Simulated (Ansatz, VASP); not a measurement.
# AlN in VASP and in Ansatz

Contents of POSCAR:

```
AlN
1.0
    0.0000000000      2.1839935596      2.1839935596
    2.1839935596      0.0000000000      2.1839935596
    2.1839935596      2.1839935596      0.0000000000
Al N
1 1
Direct
   -0.0566593643      0.0566593643      0.0000000000
    0.7500000000      0.7500000000      0.7500000000
```

Contents of INCAR.step1:

```
PREC = Accurate ; ENCUT = 520
ISMEAR = 0 ; SIGMA = 0.05
LREAL = False ; LASPH = True
NELM = 80 ; NBANDS = 11
GGA = PE ; ALGO = Normal
EDIFF = 1E-4 ; LWAVE = True
LCHARG = False
```

Contents of INCAR.step2:

```
PREC = Accurate ; ENCUT = 520
EDIFF = 1E-6 ; ISMEAR = 0
SIGMA = 0.05 ; LREAL = False
LASPH = True ; NELM = 80
ALGO = Normal ; ISIF = 2
LWAVE = False ; LCHARG = True
METAGGA = R2SCAN ; LMIXTAU = True
LELF = True ; LVHAR = True
NBANDS = 11 ; ISTART = 1
```

File KPOINTS:

```
regular mesh
0
Gamma
  10 10 10
```

Input for Ansatz:

```yaml
crystal:
  lattice:
    - [0.0, 2.1839935596, 2.1839935596]
    - [2.1839935596, 0.0, 2.1839935596]
    - [2.1839935596, 2.1839935596, 0.0]
  atoms:
    - { symbol: Al, position: [-0.0566593643, 0.0566593643, 0.0] }
    - { symbol: "N", position: [0.75, 0.75, 0.75] }
basis:
  ecutwfc: 500
kpoints:
  mp_grid: { grid: [10, 10, 10] }
hamiltonian:
  xc: r2scan
scf:
  occupations: { method: gaussian, width: 0.05 }
output:
  forces: true
  stress: true
  eigenvalues: true
```

Change from the starting cell: all Al atoms moved +0.175 Å, as atom 1 along Cartesian [1 -1 0].

Alike in both runs: task single point; functional r2SCAN; k mesh 10 × 10 × 10; occupations gaussian, width 0.05 eV; no spin polarisation.

```csv
,VASP,Ansatz
version,VASP 6.6.1,Ansatz 0.2.0
potentials or method,"VASP PAW PBE potentials, release 64 (Al, N), cutoff 520 eV","scalar-relativistic, plane waves, PAW"
valence electrons in the cell,8,8
```

Ansatz gave:

| Property | Result |
| --- | --- |
| gap on the k mesh at the Fermi level (eV) | 3.47 |
| least direct gap on the mesh (eV) | 4.34 |
| pressure (GPa) | 4.2 |
| traceless stress, the component that is largest in VASP (GPa) | -9.05 |
| rms of the force components (eV/Å) | 1.685 |

Question: Which values does VASP return?

Answer: gap on the k mesh at the Fermi level (eV): 3.47; least direct gap on the mesh (eV): 4.38; pressure (GPa): 3.9; traceless stress, the component that is largest in VASP (GPa): -9.27; rms of the force components (eV/Å): 1.708.

VASP's potentials were made for PBE, not for r2SCAN. Atom by atom the forces differ by 0.024 eV/Å (rms over components). The functional is the same, so the differences come from potentials, cutoffs and numerics.
